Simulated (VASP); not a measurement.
CsLiCr2Te2S3, 9 atoms in the cell. It takes space group R32 (No. 155, trigonal). The conventional cell has a = 6.683 Å, b = 6.683 Å, c = 20.776 Å, α = 90.00°, β = 90.00°, γ = 120.00°. Within 5.2 Å of Cs (site symmetry 32) lie 6 Te at 3.87 Å and 6 S at 4.07 Å and 8 Cr at 4.19 to 4.73 Å and 6 Li at 5.18 Å. Li (site symmetry 32) has 3 S at 2.43 Å within 3.2 Å. Within 3.0 Å of Cr (site symmetry 3) lie 3 S at 2.25 Å and 1 Te at 2.46 Å. Within 3.3 Å of Te (site symmetry 3) lie 1 Cr at 2.46 Å. Within 3.0 Å of S (site symmetry 2) lie 2 Cr at 2.25 Å and 1 Li at 2.43 Å. 

* Program: VASP 6.6.1
* Task: single point
* Functional: PBE
* Potentials or basis: VASP PAW PBE potentials, release 64 (Cs_sv, Li_sv, Cr_pv, Te, S)
* Cutoff: 520 eV
* k mesh: 4 × 4 × 4
* Occupations: fermi-dirac, width 0.05 eV
* Spin: collinear spin, ferromagnetic start
* Starting moments: [0.0, 0.0, 3.0, 3.0, 0.0, 0.0, 0.0, 0.0, 0.0] μB
* Dipole correction: no
* Further INCAR settings: ALGO = Normal; EDIFF = 1e-07; NBANDS = 47

Potentials or basis: VASP PAW PBE potentials, release 64 (Cs_sv, Li_sv, Cr_pv, Te, S).

The run is started by

```console
$ cat potpaw_PBE.64/Cs_sv/POTCAR potpaw_PBE.64/Li_sv/POTCAR potpaw_PBE.64/Cr_pv/POTCAR potpaw_PBE.64/Te/POTCAR potpaw_PBE.64/S/POTCAR > POTCAR
$ mpirun -np 1 vasp_std > vasp.out
```

Hardware: 1 thread of Intel Xeon 8259CL (shared host).

Q: How long does it take, and how much memory?

A: It took 22 min on 1 thread of Intel Xeon 8259CL, on a shared host, peak memory 0.84 GiB. Counts: scf iterations 21, k points 13.
